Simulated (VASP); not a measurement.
# NiO in VASP: a series of runs

Runs on NiO. Level: PBE. Tasks: single point.

Program: VASP 6.6.1. These are calculated values, not measurements. Logs are shortened: lines on timing, memory, paths and dates and some standing lists are left out, and cuts for length are marked.

## 1. The cell of the first run

The structure is cubic, space group Fm-3m (No. 225). Conventional cell: a = 3.973 Å, b = 3.973 Å, c = 3.973 Å, α = 90.00°, β = 90.00°, γ = 90.00°. Ni (site symmetry m-3m) has 6 O at 1.99 Å within 2.6 Å. O (site symmetry m-3m) has 6 Ni at 1.99 Å within 2.6 Å.

## 2. Single point, PBE, collinear spin, ferromagnetic start (strain -0.050 along x and y, -0.050 along z)

Input file INCAR:

```
SYSTEM = NiO
PREC = Accurate
ENCUT = 520
EDIFF = 1E-7
ISMEAR = 0
SIGMA = 0.15
LREAL = .False.
LASPH = .True.
NELM = 150
ALGO = Normal
ISIF = 2
LWAVE = .False.
LCHARG = .False.
ISPIN = 2
MAGMOM = 1.61 0.33
LORBIT = 11
LMAXMIX = 4
GGA = PE
NBANDS = 19
```

Input file KPOINTS:

```
regular mesh
0
Gamma
  20 20 20
  0 0 0
```

Input file POSCAR:

```
NiO
1.0
    0.0000000000      1.9867445000      1.9867445000
    1.9867445000      0.0000000000      1.9867445000
    1.9867445000      1.9867445000      0.0000000000
Ni O
1 1
Direct
    0.0000000000      0.0000000000      0.0000000000
    0.5000000000      0.5000000000      0.5000000000
```

Potentials or basis: VASP PAW PBE potentials, release 64 (Ni, O).

Started as:

```sh
$ cat potpaw_PBE.64/Ni/POTCAR potpaw_PBE.64/O/POTCAR > POTCAR
$ mpirun -np 1 vasp_std > vasp.out
```

OUTCAR:

```text
SYSTEM = NiO
   PREC = Accurate
   ENCUT = 520
   EDIFF = 1E-7
   ISMEAR = 0
   LREAL = .False.
   LASPH = .True.
   NELM = 150
   ISIF = 2
   ISPIN = 2
   LORBIT = 11
   GGA = PE

 ion  position               nearest neighbor table
   1  0.000  0.000  0.000-   2 1.99   2 1.99   2 1.99   2 1.99   2 1.99   2 1.99
   2  0.500  0.500  0.500-   1 1.99   1 1.99   1 1.99   1 1.99   1 1.99   1 1.99

  LATTYP: Found a face centered cubic cell.
 ALAT       =     3.9734890000

  Lattice vectors:

 A1 = (   0.0000000000,   1.9867445000,   1.9867445000)
 A2 = (   1.9867445000,   0.0000000000,   1.9867445000)
 A3 = (   1.9867445000,   1.9867445000,   0.0000000000)

Analysis of symmetry for initial positions (statically):
=====================================================================
 Subroutine PRICEL returns:
 Original cell was already a primitive cell.

 Routine SETGRP: Setting up the symmetry group for a
 face centered cubic supercell.

 Subroutine GETGRP returns: Found 48 space group operations
 (whereof 48 operations were pure point group operations)
 out of a pool of 48 trial point group operations.

The static configuration has the point symmetry O_h .

Analysis of symmetry for dynamics (positions and initial velocities):
=====================================================================
 Subroutine PRICEL returns:
 Original cell was already a primitive cell.

 Routine SETGRP: Setting up the symmetry group for a
 face centered cubic supercell.

 Subroutine GETGRP returns: Found 48 space group operations
 (whereof 48 operations were pure point group operations)
 out of a pool of 48 trial point group operations.

The dynamic configuration has the point symmetry O_h .

Analysis of structural, dynamic, and magnetic symmetry:
=====================================================================
 Subroutine PRICEL returns:
 Original cell was already a primitive cell.

 Routine SETGRP: Setting up the symmetry group for a
 face centered cubic supercell.

 Subroutine GETGRP returns: Found 48 space group operations
 (whereof 48 operations were pure point group operations)
 out of a pool of 48 trial point group operations.

The overall configuration has the point symmetry O_h .

 Subroutine INISYM returns: Found 48 space group operations
 (whereof 48 operations are pure point group operations),
 and found     1 'primitive' translations

----------------------------------------------------------------------------------------

                                     Primitive cell

  volume of cell :      15.6840

  direct lattice vectors                    reciprocal lattice vectors
     0.000000000  1.986744500  1.986744500    -0.251667993  0.251667993  0.251667993
     1.986744500  0.000000000  1.986744500     0.251667993 -0.251667993  0.251667993
     1.986744500  1.986744500  0.000000000     0.251667993  0.251667993 -0.251667993

  length of vectors
     2.809681017  2.809681017  2.809681017     0.435901750  0.435901750  0.435901750

  position of ions in fractional coordinates (direct lattice)
     0.000000000  0.000000000  0.000000000
     0.500000000  0.500000000  0.500000000

  ion indices of the primitive-cell ions
   primitive index   ion index
                 1           1
                 2           2

----------------------------------------------------------------------------------------

 KPOINTS: regular mesh

Automatic generation of k-mesh.
 Grid dimensions read from file:
 generate k-points for:   20   20   20

 Generating k-lattice:

  Cartesian coordinates                     Fractional coordinates (reciprocal lattice)
    -0.012583400  0.012583400  0.012583400     0.050000000  0.000000000  0.000000000
     0.012583400 -0.012583400  0.012583400     0.000000000  0.050000000  0.000000000
     0.012583400  0.012583400 -0.012583400     0.000000000  0.000000000  0.050000000

  Length of vectors
     0.021795087  0.021795087  0.021795087

  Shift w.r.t. Gamma in fractional coordinates (k-lattice)
     0.000000000  0.000000000  0.000000000

 Subroutine IBZKPT returns following result:
 ===========================================

 Found    256 irreducible k-points:

 Following reciprocal coordinates:
            Coordinates               Weight
  0.000000  0.000000  0.000000      1.000000
  0.050000  0.000000  0.000000      8.000000
  0.100000  0.000000  0.000000      8.000000
  0.150000  0.000000  0.000000      8.000000
  0.200000  0.000000  0.000000      8.000000
  0.250000  0.000000  0.000000      8.000000
[... 16 lines left out ...]
 -0.400000  0.050000  0.000000     24.000000
 -0.350000  0.050000  0.000000     24.000000
 [... further k-points ...]
   k-points           NKPTS =    256   k-points in BZ     NKDIM =    256   number of bands    NBANDS=     19
   number of dos      NEDOS =    301   number of ions     NIONS =      2
   total plane-waves  NPLWV =  13824
   dimension x,y,z NGX =    24 NGY =   24 NGZ =   24
   dimension x,y,z NGXF=    48 NGYF=   48 NGZF=   48
   ions per type =               1   1
   NGX,Y,Z   is equivalent  to a cutoff of  14.20, 14.20, 14.20 a.u.
   NGXF,Y,Z  is equivalent  to a cutoff of  28.40, 28.40, 28.40 a.u.
 SYSTEM =  NiO
   PREC   = accura    normal or accurate (medium, high low for compatibility)
   ISTART =      0    job   : 0-new  1-cont  2-samecut
   ICHARG =      2    charge: 1-file 2-atom 10-const
   ISPIN  =      2    spin polarized calculation?
   LNONCOLLINEAR =      F non collinear calculations
   LSORBIT =      F    spin-orbit coupling
   LASPH  =      T    aspherical Exc in radial PAW
   ENCUT  =  520.0 eV  38.22 Ry    6.18 a.u.   5.22  5.22  5.22*2*pi/ulx,y,z
   NELM   =    150;   NELMIN=  2; NELMDL= -5     # of ELM steps
   EDIFF  = 0.1E-06   stopping-criterion for ELM
   LREAL  =      F    real-space projection
   EDIFFG = 0.1E-05   stopping-criterion for IOM
   NSW    =      0    number of steps for IOM
   IBRION =     -1    ionic relax: 0-MD 1-quasi-New 2-CG
   NFREE  =      0    steps in history (QN), initial steepest desc. (CG)
   ISIF   =      2    stress and relaxation
   ISYM   =      2    0-nonsym 1-usesym 2-fastsym
   POTIM  = 0.5000    time-step for ionic-motion
   TEBEG  =    0.0;   TEEND  =   0.0 temperature during run
   PSTRESS=    0.0 pullay stress
   NELECT =      16.0000    total number of electrons
   NUPDOWN=      -1.0000    fix difference up-down
   EMIN   =  10.00;   EMAX   =-10.00  energy-range for DOS
   EFERMI =   0.00;   METHOD = LEGACY
   ISMEAR =     0;   SIGMA  =   0.15  broadening in eV -4-tet -1-fermi 0-gaus
   EFERMI_NEDOS =   21; number of points for ismear=-14 and -15
   IALGO  =     38    algorithm
   IMIX   =      4    mixing-type and parameters
     AMIX     =   0.40;   BMIX     =  1.00
     AMIX_MAG =   1.60;   BMIX_MAG =  1.00
  volume/ion in A,a.u.               =       7.84        52.92
  Fermi-wavevector in a.u.,A,eV,Ry     =   1.648021  3.114309 36.953070  2.715974
  Thomas-Fermi vector in A             =   2.737381
   LORBIT       =     11    0 simple, 1 ext, 2 COOP (PROOUT), +10 PAW based schemes
   GGA     = PE    functional components
   LHFCALC =     F    Hartree Fock is set to
   AEXX    =    0.0000 exact exchange contribution
   IVDW    =     0    specifies the selected vdW correction
   LEPSILON=     F    determine dielectric tensor
   LRPA    =     F    only Hartree local field effects (RPA)
 spin polarized calculation
 Gauss-broadening in eV      SIGMA  =   0.15
  energy-cutoff  :      520.00
  volume of cell :       15.68
 maximum number of plane-waves:       444
 NGX is ok and might be reduce to    24
   NGX = 11   NGY = 11   NGZ = 11

 number of electron      16.0000002 magnetization       0.9899401

 Free energy of the ion-electron system (eV)
  ---------------------------------------------------
  ext. energy  EPLUGINS =         0.00000000
  ---------------------------------------------------
  free energy    TOTEN  =       -11.14278913 eV

  energy without entropy =      -11.12543418  energy(sigma->0) =      -11.13411166

 E-fermi :  10.3675     XC(G=0): -13.5844

 val. band max:       10.3664453042   @ k =  -0.3000   0.2500   0.0000
 cond. band min:      10.3678783251   @ k =  -0.4000   0.4000   0.0500
 fundamental gap:      0.0014330209
 Fermi energy:        10.3675134434

 spin component 1

 k-point     1 :       0.0000    0.0000    0.0000
  band No.  band energies     occupation
      1     -11.7324      1.00000
      2       6.4979      1.00000
      3       6.4979      1.00000
      4       6.4979      1.00000
      5       7.5103      1.00000
      6       7.5104      1.00000
[... 11 lines left out ...]
     18      38.3048      0.00000
     19      38.3049      0.00000

 k-point     2 :       0.0500    0.0000    0.0000
  band No.  band energies     occupation
      1     -11.6957      1.00000
      2       6.1964      1.00000
      3       6.2313      1.00000
      4       6.2313      1.00000
      5       7.5513      1.00000
      6       7.5514      1.00000
[... 11 lines left out ...]
     18      39.0123      0.00000
     19      39.0124      0.00000

 k-point     3 :       0.1000    0.0000    0.0000
  band No.  band energies     occupation
      1     -11.5876      1.00000
      2       5.5295      1.00000
      3       5.7543      1.00000
      4       5.7543      1.00000
      5       7.6193      1.00000
      6       7.6193      1.00000
[... 11 lines left out ...]
     18      40.4376      0.00000
     19      40.4376      0.00000

 k-point     4 :       0.1500    0.0000    0.0000
  band No.  band energies     occupation
      1     -11.4136      1.00000
      2       4.7119      1.00000
      3       5.2662      1.00000
      4       5.2662      1.00000
      5       7.7264      1.00000
      6       7.7264      1.00000
[... 407 lines left out ...]
     18      40.9918      0.00000
     19      41.7807      0.00000

 k-point    23 :      -0.4000    0.0500    0.0000
  band No.  band energies     occupation
      1     -10.0410      1.00000
      2       0.8744      1.00000
      3       3.5199      1.00000
      4       3.5695      1.00000
      5       8.4504      1.00000
      6       8.4884      1.00000
[... 11 lines left out ...]
     18      41.7939      0.00000
     19      42.8885      0.00000

 k-point    24 :      -0.3500    0.0500    0.0000
  band No.  band energies     occupation
      1     -10.2519      1.00000
      2       1.3322      1.00000
      3       3.6662      1.00000
      4       3.7676      1.00000
      5       8.3286      1.00000
      6       8.3867      1.00000
[... 11 lines left out ...]
     18      42.8717      0.00000
     19      43.9806      0.00000

 [... further k-points ...]

 spin component 2

 k-point     1 :       0.0000    0.0000    0.0000
  band No.  band energies     occupation
      1     -11.5150      1.00000
      2       6.7555      1.00000
      3       6.7555      1.00000
      4       6.7555      1.00000
      5       8.0009      1.00000
      6       8.0009      1.00000
[... 11 lines left out ...]
     18      38.6814      0.00000
     19      38.6815      0.00000

 k-point     2 :       0.0500    0.0000    0.0000
  band No.  band energies     occupation
      1     -11.4778      1.00000
      2       6.4630      1.00000
      3       6.5907      1.00000
      4       6.5907      1.00000
      5       8.0499      1.00000
      6       8.0500      1.00000
[... 11 lines left out ...]
     18      39.3757      0.00000
     19      39.3757      0.00000

 k-point     3 :       0.1000    0.0000    0.0000
  band No.  band energies     occupation
      1     -11.3686      1.00000
      2       5.7949      1.00000
      3       6.2175      1.00000
      4       6.2175      1.00000
      5       8.1520      1.00000
      6       8.1521      1.00000
[... 11 lines left out ...]
     18      40.7904      0.00000
     19      40.7905      0.00000

 k-point     4 :       0.1500    0.0000    0.0000
  band No.  band energies     occupation
      1     -11.1926      1.00000
      2       4.9674      1.00000
      3       5.7830      1.00000
      4       5.7830      1.00000
      5       8.2794      1.00000
      6       8.2795      1.00000
[... 407 lines left out ...]
     18      41.1869      0.00000
     19      41.9944      0.00000

 k-point    23 :      -0.4000    0.0500    0.0000
  band No.  band energies     occupation
      1      -9.8004      1.00000
      2       1.0796      1.00000
      3       4.0963      1.00000
      4       4.1147      1.00000
      5       9.0205      1.00000
      6       9.0942      1.00000
[... 11 lines left out ...]
     18      41.9885      0.00000
     19      43.1182      0.00000

 k-point    24 :      -0.3500    0.0500    0.0000
  band No.  band energies     occupation
      1     -10.0148      1.00000
      2       1.5458      1.00000
      3       4.2468      1.00000
      4       4.3027      1.00000
      5       8.8879      1.00000
      6       8.9990      1.00000
[... 11 lines left out ...]
     18      43.0870      0.00000
     19      44.2344      0.00000

 [... further k-points ...]
[... 5 lines left out ...]
  --------------------------------------------------------------------------------------
  -------------------------------------------------------------------------------------
  Total        4.1290155      4.1290155      4.1290155     -0.0000000     -0.0000000      0.0000000
  in kB      421.7946283    421.7946283    421.7946283     -0.0000000     -0.0000000      0.0000000
  external PRESSURE =     421.7946283 kB  Pullay stress =       0.0000000 kB

 VOLUME and BASIS-vectors are now :
 -----------------------------------------------------------------------------
  energy-cutoff  :      520.00
  volume of cell :       15.68
      direct lattice vectors                 reciprocal lattice vectors
     0.000000000  1.986744500  1.986744500    -0.251667993  0.251667993  0.251667993
     1.986744500  0.000000000  1.986744500     0.251667993 -0.251667993  0.251667993
     1.986744500  1.986744500  0.000000000     0.251667993  0.251667993 -0.251667993

 POSITION                                       TOTAL-FORCE (eV/Angst)
 -----------------------------------------------------------------------------------
      0.00000      0.00000      0.00000         0.000000     -0.000000      0.000000
      1.98674      1.98674      1.98674        -0.000000      0.000000     -0.000000
 -----------------------------------------------------------------------------------
    total drift:                                0.000000     -0.000000     -0.000000

  FREE ENERGIE OF THE ION-ELECTRON SYSTEM (eV)
  ---------------------------------------------------
  free  energy   TOTEN  =       -11.1427891281 eV

  energy  without entropy=      -11.1254341829  energy(sigma->0) =      -11.13411166

 total charge

# of ion       s       p       d       tot
------------------------------------------
    1        0.385   0.530   8.430   9.346
    2        1.567   3.474   0.000   5.042
--------------------------------------------------
tot          1.953   4.005   8.430  14.387

 magnetization (x)

# of ion       s       p       d       tot
------------------------------------------
    1        0.010   0.013   0.814   0.837
    2        0.023   0.107   0.000   0.130
--------------------------------------------------
tot          0.033   0.120   0.814   0.967
```

Wall time 7.4 min (1 thread of Oxide Virtual Turin-like, shared host); peak memory 0.2 GiB.

What came out:

```yaml
Free_energy: -11.1428 eV
Pressure: 42.2 GPa
Net_moment: 0.99 μB per cell
Site_moments: Ni +0.84; O +0.13 μB
Valence_electrons_inside_the_program's_atomic_spheres: Ni 9.35; O 5.04
```

Caveat: the cell differs from its parent crystal (strain -0.050 along x and y, -0.050 along z); a cell with one magnetic atom can't hold antiferromagnetic order, which such compounds often take; semilocal functionals often make such compounds metallic where correlation or magnetic order opens a gap, which also shifts bond lengths.

## 3. Single point, PBE, collinear spin, ferromagnetic start (strain +0.050 along x and y, +0.050 along z)

Input file INCAR:

```
SYSTEM = NiO
ALGO = Normal
EDIFF = 1E-7
ENCUT = 520
GGA = PE
ISIF = 2
ISMEAR = 0
ISPIN = 2
LASPH = .True.
LCHARG = .True.
LELF = .True.
LMAXMIX = 4
LORBIT = 11
LREAL = .False.
LVHAR = .True.
LWAVE = .False.
MAGMOM = 1.61 0.33
NBANDS = 19
NELM = 150
PREC = Accurate
SIGMA = 0.15
```

Input file KPOINTS:

```
k-points
0
Gamma
  20 20 20
  0 0 0
```

Input file POSCAR:

```
NiO
1.0
    0.0000000000      2.1958755000      2.1958755000
    2.1958755000      0.0000000000      2.1958755000
    2.1958755000      2.1958755000      0.0000000000
Ni O
1 1
Direct
    0.0000000000      0.0000000000      0.0000000000
    0.5000000000      0.5000000000      0.5000000000
```

Potentials or basis: VASP PAW PBE potentials, release 64 (Ni, O).

Started as:

```sh
$ cat potpaw_PBE.64/Ni/POTCAR potpaw_PBE.64/O/POTCAR > POTCAR
$ mpirun -np 1 vasp_std > vasp.out
```

It took 8.4 min on 1 thread of Oxide Virtual Turin-like, shared host; peak memory 0.23 GiB.

The run converged. Its results:

| Item | Value |
| --- | --- |
| Free energy | -11.3451 eV |
| Pressure | -16.7 GPa |
| Net moment | 1.93 μB per cell |
| Site moments | Ni +1.57; O +0.31 μB |
| Valence electrons inside the program's atomic spheres | Ni 8.74; O 4.91 |

Levels at points of the mesh, in eV from the Fermi level:
Spin up:
| k point | band 7 | band 8 | band 9 | band 10 | band 11 | band 12 |
| --- | --- | --- | --- | --- | --- | --- |
| (0.00, 0.00, 0.00) | -2.28 | -2.28 | -2.28 | 0.92 | 17.47 | 17.93 |
| (0.50, 0.00, 0.00) | -1.39 | 0.05 | 0.05 | 5.41 | 8.70 | 13.17 |
| (0.50, 0.50, 0.00) | -2.44 | -1.62 | -1.62 | 5.33 | 9.76 | 11.74 |
Spin down:
| k point | band 4 | band 5 | band 6 | band 7 | band 8 | band 9 | band 10 | band 11 |
| --- | --- | --- | --- | --- | --- | --- | --- | --- |
| (0.00, 0.00, 0.00) | -1.71 | -1.47 | -1.47 | -1.47 | -0.22 | -0.22 | 1.29 | 17.39 |
| (0.50, 0.00, 0.00) | -3.67 | -0.78 | -0.78 | -0.48 | 2.07 | 2.08 | 5.59 | 9.28 |
| (0.50, 0.50, 0.00) | -2.86 | -2.17 | -0.66 | -0.66 | 0.11 | 0.40 | 5.81 | 10.14 |

Caveat: the cell differs from its parent crystal (strain +0.050 along x and y, +0.050 along z); a cell with one magnetic atom can't hold antiferromagnetic order, which such compounds often take; semilocal functionals often make such compounds metallic where correlation or magnetic order opens a gap, which also shifts bond lengths.

(Continued in part 2 of 2.)
